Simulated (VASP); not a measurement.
Crystal: C.

```
C
1.0
     2.57157    0.00000    0.00000
    -1.28578    2.22704    0.00000
     0.00000    0.00000    8.39865
C
8
Direct
  0.66667 0.33333 0.84375
  0.33333 0.66667 0.34375
  0.66667 0.33333 0.65625
  0.33333 0.66667 0.15625
  0.00000 0.00000 0.90625
  0.00000 0.00000 0.40625
  0.00000 0.00000 0.59375
  0.00000 0.00000 0.09375
```

Base run:

- Program: VASP 6.6.1
- Functional: RPBE
- Potentials or basis: VASP PAW PBE potentials, release 64 (C)
- Cutoff: 520 eV
- k mesh: 12 × 12 × 4
- Occupations: fermi-dirac, width 0.05 eV
- Spin: no spin polarisation

Its results: band gap on the k mesh 4.28 eV (least direct gap 5.06 eV); pressure -14.8 GPa; largest force 0.291 eV/Å.

**Question.** After a change of settings the same cell gave: band gap on the k mesh 4.28 eV (least direct gap 5.06 eV); pressure -31.4 GPa; largest force 0.299 eV/Å. Which change was it?
A. dispersion from none to D3(BJ)
B. functional from RPBE to PBE exchange alone
C. functional from RPBE to BLYP
D. functional from RPBE to r2SCAN; dispersion from none to rVV10

**Answer.** A.

Dispersion adds attraction, which lowers the pressure at fixed volume and, as a term added to the energy, leaves the levels alone.

Caveats: the cell stands under tension; the PAW data sets were made with another functional, which shifts forces and pressure a little.
